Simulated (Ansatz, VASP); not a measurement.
Two plane-wave programs on Zr2PdS3

```xyz
6
Lattice="6.4338 0.0000 0.0000 -3.2169 5.5718 0.0000 0.0000 0.0000 3.4993" Properties=species:S:1:pos:R:3 pbc="T T T"
Zr    0.0000    3.7145    0.0000
Zr    3.2169    1.8573    0.0000
Pd    0.0000    0.0000    0.0000
S     3.2169    0.0000    1.7496
S    -1.6084    2.7859    1.7496
S     1.6084    2.7859    1.7496
```

Change from the starting cell: species swapped into the LaNi3Rh2 type (P6/mmm, No. 191).

Alike in both runs: functional PBE; k mesh 6 × 6 × 12; occupations gaussian, width 0.1 eV; no spin polarisation.

Ansatz relaxed the structure, and its values are those at the end. VASP's run is a single point on that final structure, the one shown.

|  | VASP | Ansatz |
| --- | --- | --- |
| version | VASP 6.6.1 | Ansatz 0.2.0 |
| potentials or method | VASP PAW PBE potentials, release 64 (Zr_sv, Pd, S), cutoff 520 eV | scalar-relativistic, plane waves, PAW |
| valence electrons in the cell | 52 | 60 |

Ansatz gave:

| Item | Value |
| --- | --- |
| gap on the k mesh at the Fermi level (eV) | none |
| pressure (GPa) | 0.0 |

**Question.** What did VASP give for the same quantities?

**Answer.** gap on the k mesh at the Fermi level (eV): none; pressure (GPa): -0.1.

A gap of «none» marks a metal or a gap that the smearing closes. VASP's potentials hold 52 valence electrons a cell and Ansatz's 60, so a difference there can come from the potentials and not from the codes.
